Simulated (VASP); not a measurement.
# RbAsPd3 (Pm-3m) in VASP: further runs, part 2 of 2

VASP 6.6.1.

## 3. Single point, PBE

This run uses another cell than the first one, of 23.02 Å³/atom.

INCAR reads:

```
SYSTEM = RbAsPd3
PREC     = Accurate       ! precision mode
ENCUT    = 520            ! plane-wave cutoff, eV
EDIFF    = 1E-7           ! SCF threshold, eV
ISMEAR   = 0              ! smearing method
SIGMA    = 0.1            ! smearing width, eV
LREAL    = .False.        ! projectors in reciprocal space
LASPH    = .True.         ! aspherical terms in the spheres
NELM     = 100            ! most SCF steps
ALGO     = Normal         ! electronic algorithm
ISIF     = 2              ! what is computed and relaxed
LWAVE    = .False.        ! write WAVECAR
LCHARG   = .False.        ! write CHGCAR
GGA      = PE             ! functional
NBANDS   = 30             ! bands
```

KPOINTS reads:

```
Automatic mesh
0
Gamma
  4 4 4
  0 0 0
```

POSCAR reads:

```
RbAsPd3
1.0
    4.8641112263      0.0000000000      0.0000000000
    0.0000000000      4.8641112263      0.0000000000
    0.0000000000      0.0000000000      4.8641112263
Rb As Pd
1 1 3
Direct
    0.0000000000      0.0000000000      0.0000000000
    0.5000000000      0.5000000000      0.5000000000
    0.0000000000      0.5000000000      0.5000000000
    0.5000000000      0.0000000000      0.5000000000
    0.5000000000      0.5000000000      0.0000000000
```

Potentials or basis: VASP PAW PBE potentials, release 64 (Rb_sv, As, Pd).

Command:

```console
cat potpaw_PBE.64/Rb_sv/POTCAR potpaw_PBE.64/As/POTCAR potpaw_PBE.64/Pd/POTCAR > POTCAR
mpirun -np 1 vasp_std > vasp.out
```

Run time: 18 s. Hardware: 1 thread of Intel Xeon 6975P-C (Granite Rapids), shared host; peak memory 0.21 GiB.

It converged, with:

| Item | Value |
| --- | --- |
| Free energy | -21.5680 eV |
| Pressure | 0.2 GPa |
| Band gap on the k mesh | zero (bands 22 and 23 overlap by 1.43 eV) |

Levels at points of the mesh, in eV from the Fermi level:
```
           k point  band 20  band 21  band 22  band 23  band 24  band 25
(0.00, 0.00, 0.00)    -1.19    -1.19    -1.19    -0.91     2.59     2.82
(0.50, 0.00, 0.00)    -1.30    -1.19    -0.09    -0.09     2.55     3.52
(0.50, 0.50, 0.00)    -1.31    -0.10    -0.10     0.93     1.02     1.99
(0.50, 0.50, 0.50)    -1.10     0.51     0.51     0.51     2.18     2.18
```

## 4. Single point, PBE

This run uses another cell than the first one, of 23.02 Å³/atom.

INCAR reads:

```
ALGO = Fast ; EDIFF = 1E-6
ENCUT = 520 ; GGA = PE
ISIF = 2 ; ISMEAR = 0
LASPH = True ; LCHARG = False
LREAL = False ; LWAVE = False
NBANDS = 30 ; NELM = 80
PREC = Accurate ; SIGMA = 0.1
```

KPOINTS reads:

```
k-points
0
Gamma
  8 8 8
```

POSCAR is that of step 3.

Command:

```console
cat potpaw_PBE.64/Rb_sv/POTCAR potpaw_PBE.64/As/POTCAR potpaw_PBE.64/Pd/POTCAR > POTCAR
mpirun -np 1 vasp_std > vasp.out
```

It took 52 s on 1 thread of Intel Xeon 6975P-C (Granite Rapids), shared host; peak memory 0.28 GiB.

The run converged. Its results:

```yaml
Free_energy: -21.6006 eV
Pressure: 0.1 GPa
Band_gap_on_the_k_mesh: zero (bands 22 and 23 overlap by 1.46 eV)
```

Levels at points of the mesh, in eV from the Fermi level:
```tsv
k point	band 18	band 19	band 20	band 21	band 22	band 23	band 24	band 25	band 26	band 27
(0.00, 0.00, 0.00)	-1.55	-1.55	-1.17	-1.17	-1.17	-0.88	2.60	2.84	2.84	7.04
(0.50, 0.00, 0.00)	-1.42	-1.42	-1.27	-1.17	-0.08	-0.08	2.56	3.54	4.33	5.52
(0.50, 0.50, 0.00)	-1.66	-1.51	-1.29	-0.08	-0.08	0.93	1.06	2.01	4.69	4.69
(0.50, 0.50, 0.50)	-1.08	-1.08	-1.08	0.54	0.54	0.54	2.21	2.21	2.21	7.61
```

## 5. Relaxation of cell and atoms, PBE

INCAR reads:

```
SYSTEM = RbAsPd3
  PREC = Accurate
  ENCUT = 600
  EDIFF = 1E-6
  ISMEAR = 0
  SIGMA = 0.1
  LREAL = .False.
  LASPH = .True.
  NELM = 100
  ALGO = Normal
  ISIF = 3
  LWAVE = .False.
  LCHARG = .False.
  GGA = PE
  IBRION = 2
  NSW = 90
  EDIFFG = -0.04
```

KPOINTS reads:

```
Automatic mesh
0
Gamma
  4 4 4
  0 0 0
```

POSCAR: that of step 4 with these lines changed.

```diff
@@ -2,5 +2,5 @@
 1.0
-    4.8641112263      0.0000000000      0.0000000000
-    0.0000000000      4.8641112263      0.0000000000
-    0.0000000000      0.0000000000      4.8641112263
+    4.5590564600      0.0000000000      0.0000000000
+    0.0000000000      4.5590564600      0.0000000000
+    0.0000000000      0.0000000000      4.5590564600
 Rb As Pd
```

Command:

```console
cat potpaw_PBE.64/Rb_sv/POTCAR potpaw_PBE.64/As/POTCAR potpaw_PBE.64/Pd/POTCAR > POTCAR
mpirun -np 1 vasp_std > vasp.out
```

Run time: 40 s. Hardware: 1 thread of Intel Xeon 6975P-C (Granite Rapids), shared host; peak memory 0.23 GiB.

The run converged. Its results:

```
Free energy                           : -21.5609 eV
Relaxed volume                        : 23.10 Å³/atom
Relaxed cell                          : a = 4.870 Å, b = 4.870 Å, c = 4.870 Å, α = 90.00°, β = 90.00°, γ = 90.00°
Space group after relaxing (to 0.1 Å) : Pm-3m (No. 221)
Energy gained by relaxing             : 224.6 meV/atom
Ionic steps                           : 3
Pressure after relaxing               : 0.0 GPa
Band gap on the k mesh                : zero (bands 22 and 23 overlap by 1.42 eV)
```

The path:
```
step  energy change (eV)  largest force (eV/Å)  pressure (GPa)  volume (Å³)
   1              0.0000                0.0000           21.22        94.76
   2             -0.7006                0.0000           -6.45       133.53
   3             -1.1231                0.0000           -0.01       115.52
```

Final structure:
```yaml
crystal:
  lattice:
    - [4.87021, 0.00000, 0.00000]
    - [0.00000, 4.87021, 0.00000]
    - [0.00000, 0.00000, 4.87021]
  atoms:
    - { symbol: Rb, position: [0.00000, 0.00000, 0.00000] }
    - { symbol: As, position: [0.50000, 0.50000, 0.50000] }
    - { symbol: Pd, position: [0.00000, 0.50000, 0.50000] }
    - { symbol: Pd, position: [0.50000, 0.00000, 0.50000] }
    - { symbol: Pd, position: [0.50000, 0.50000, 0.00000] }
```

Levels at points of the mesh, in eV from the Fermi level:
```
           k point  band 19  band 20  band 21  band 22  band 23  band 24  band 25  band 26
(0.00, 0.00, 0.00)    -1.57    -1.19    -1.19    -1.19    -0.91     2.56     2.81     2.81
(0.50, 0.00, 0.00)    -1.44    -1.29    -1.19    -0.09    -0.09     2.53     3.51     4.29
(0.50, 0.50, 0.00)    -1.53    -1.31    -0.10    -0.10     0.92     1.03     1.99     4.65
(0.50, 0.50, 0.50)    -1.09    -1.09     0.51     0.51     0.51     2.18     2.18     2.18
```

Caveat: the volume moved by over 15 % at a fixed basis, so the end points are rough.

## 6. Single point, PBE, collinear spin

This run uses another cell than the first one, of 23.02 Å³/atom.

INCAR reads:

```
SYSTEM = RbAsPd3
PREC     = Accurate       ! precision mode
ENCUT    = 520            ! plane-wave cutoff, eV
EDIFF    = 1E-7           ! SCF threshold, eV
ISMEAR   = 0              ! smearing method
SIGMA    = 0.1            ! smearing width, eV
LREAL    = .FALSE.        ! projectors in reciprocal space
LASPH    = .TRUE.         ! aspherical terms in the spheres
NELM     = 150            ! most SCF steps
ALGO     = Fast           ! electronic algorithm
ISIF     = 2              ! what is computed and relaxed
LWAVE    = .FALSE.        ! write WAVECAR
LCHARG   = .TRUE.         ! write CHGCAR
ISPIN    = 2              ! spin polarisation
MAGMOM   = 0 0 1 1 1      ! initial moments
LORBIT   = 11             ! projections on sites
LMAXMIX  = 4              ! l up to which the mixer works
GGA      = PE             ! functional
LELF     = .TRUE.         ! ELF
LVHAR    = .TRUE.       
NBANDS   = 34             ! bands
```

KPOINTS reads:

```
Automatic mesh
0
G
  4 4 4
  0 0 0
```

POSCAR: that of step 5 with these lines changed.

```diff
@@ -2,5 +2,5 @@
 1.0
-    4.5590564600      0.0000000000      0.0000000000
-    0.0000000000      4.5590564600      0.0000000000
-    0.0000000000      0.0000000000      4.5590564600
+    4.8641112263      0.0000000000      0.0000000000
+    0.0000000000      4.8641112263      0.0000000000
+    0.0000000000      0.0000000000      4.8641112263
 Rb As Pd
```

Potentials or basis: VASP PAW PBE potentials, release 64 (Rb_sv, As, Pd).

Command:

```console
cat potpaw_PBE.64/Rb_sv/POTCAR potpaw_PBE.64/As/POTCAR potpaw_PBE.64/Pd/POTCAR > POTCAR
mpirun -np 1 vasp_std > vasp.out
```

It took 60 s on 1 thread of Intel Xeon 6975P-C (Granite Rapids), shared host; peak memory 0.26 GiB.

The run converged. Its results:

```
Free energy                                           : -21.5680 eV
Pressure                                              : 0.2 GPa
Band gap on the k mesh                                : zero (filled and empty bands overlap)
Net moment                                            : 0.00 μB per cell
Valence electrons inside the program's atomic spheres : Rb 7.33; As 2.83; Pd 9.34
```

Levels at points of the mesh, in eV from the Fermi level:
Spin up:
```tsv
k point	band 18	band 19	band 20	band 21	band 22	band 23	band 24	band 25	band 26	band 27
(0.00, 0.00, 0.00)	-1.58	-1.58	-1.19	-1.19	-1.19	-0.91	2.59	2.82	2.82	7.01
(0.50, 0.00, 0.00)	-1.45	-1.45	-1.30	-1.19	-0.09	-0.09	2.55	3.52	4.29	5.50
(0.50, 0.50, 0.00)	-1.69	-1.54	-1.31	-0.10	-0.10	0.93	1.02	1.99	4.65	4.65
(0.50, 0.50, 0.50)	-1.10	-1.10	-1.10	0.51	0.51	0.51	2.18	2.18	2.18	7.59
```
Spin down:
```csv
k point,band 18,band 19,band 20,band 21,band 22,band 23,band 24,band 25,band 26,band 27
"(0.00, 0.00, 0.00)",-1.58,-1.58,-1.19,-1.19,-1.19,-0.91,2.59,2.82,2.82,7.01
"(0.50, 0.00, 0.00)",-1.45,-1.45,-1.30,-1.19,-0.09,-0.09,2.55,3.52,4.29,5.50
"(0.50, 0.50, 0.00)",-1.69,-1.54,-1.31,-0.10,-0.10,0.93,1.02,1.99,4.65,4.65
"(0.50, 0.50, 0.50)",-1.10,-1.10,-1.10,0.51,0.51,0.51,2.18,2.18,2.18,7.59
```

## 7. Relaxation of cell and atoms, PBE

This run uses another cell than the first one, of 23.02 Å³/atom.

INCAR reads:

```
SYSTEM = RbAsPd3
ALGO = Fast
EDIFF = 1E-7
EDIFFG = -0.01
ENCUT = 600
GGA = PE
IBRION = 2
ISIF = 3
ISMEAR = 0
LASPH = .True.
LCHARG = .False.
LREAL = .False.
LWAVE = .False.
NELM = 60
NSW = 100
PREC = Accurate
SIGMA = 0.1
```

KPOINTS reads:

```
k-points
0
Gamma
  8 8 8
  0 0 0
```

POSCAR is that of step 6.

Command:

```console
cat potpaw_PBE.64/Rb_sv/POTCAR potpaw_PBE.64/As/POTCAR potpaw_PBE.64/Pd/POTCAR > POTCAR
mpirun -np 1 vasp_std > vasp.out
```

It took 1.8 min on 1 thread of Intel Xeon 6975P-C (Granite Rapids), shared host; peak memory 0.33 GiB.

It converged, with:

```yaml
Free_energy: -21.6006 eV
Relaxed_volume: 23.06 Å³/atom
Relaxed_cell: a = 4.867 Å, b = 4.867 Å, c = 4.867 Å, α = 90.00°, β = 90.00°, γ = 90.00°
Space_group_after_relaxing_to_0.1_Å: Pm-3m (No. 221)
Energy_gained_by_relaxing: 0.0 meV/atom
Ionic_steps: 2
Pressure_after_relaxing: 0.0 GPa
Band_gap_on_the_k_mesh: zero (bands 22 and 23 overlap by 1.45 eV)
```

Final structure:
```
Rb As Pd
1.0
     4.86746    0.00000    0.00000
     0.00000    4.86746    0.00000
     0.00000    0.00000    4.86746
Rb As Pd
1 1 3
Cartesian
  0.0000 0.0000 0.0000
  2.4337 2.4337 2.4337
  0.0000 2.4337 2.4337
  2.4337 0.0000 2.4337
  2.4337 2.4337 0.0000
```

Levels at points of the mesh, in eV from the Fermi level:
| k point | band 20 | band 21 | band 22 | band 23 | band 24 | band 25 |
| --- | --- | --- | --- | --- | --- | --- |
| (0.00, 0.00, 0.00) | -1.17 | -1.17 | -1.17 | -0.88 | 2.59 | 2.84 |
| (0.50, 0.00, 0.00) | -1.26 | -1.17 | -0.08 | -0.08 | 2.55 | 3.54 |
| (0.50, 0.50, 0.00) | -1.28 | -0.08 | -0.08 | 0.93 | 1.06 | 2.01 |
| (0.50, 0.50, 0.50) | -1.07 | 0.53 | 0.53 | 0.53 | 2.21 | 2.21 |

## 8. Summary

```tsv
task	spin	cell	k mesh	cutoff (eV)	gap on the mesh (eV)	pressure (GPa)	relaxed volume (Å³/atom)
single point	off	a = 4.559 Å, 5 atoms	4 × 4 × 4	520	none	21.3	-
single point	off	a = 4.864 Å, 5 atoms	4 × 4 × 4	520	none	0.2	-
single point	off	a = 4.864 Å, 5 atoms	8 × 8 × 8	520	none	0.1	-
relaxation of cell and atoms	off	relaxed from a = 4.559 Å, 5 atoms	4 × 4 × 4	600	none	0.0	23.10
single point	collinear	a = 4.864 Å, 5 atoms	4 × 4 × 4	520	none	0.2	-
relaxation of cell and atoms	off	relaxed from a = 4.864 Å, 5 atoms	8 × 8 × 8	600	none	0.0	23.06
```

Alike in all rows: level PBE; potentials or basis VASP PAW PBE potentials, release 64 (Rb_sv, As, Pd); smearing gaussian 0.1 eV.

Caveats: the cell stands under pressure (at least some runs); the volume moved by over 15 % at a fixed basis, so the end points are rough (at least some runs).

Total energies depend on the potentials used, so only differences within one code and one set of settings carry meaning.
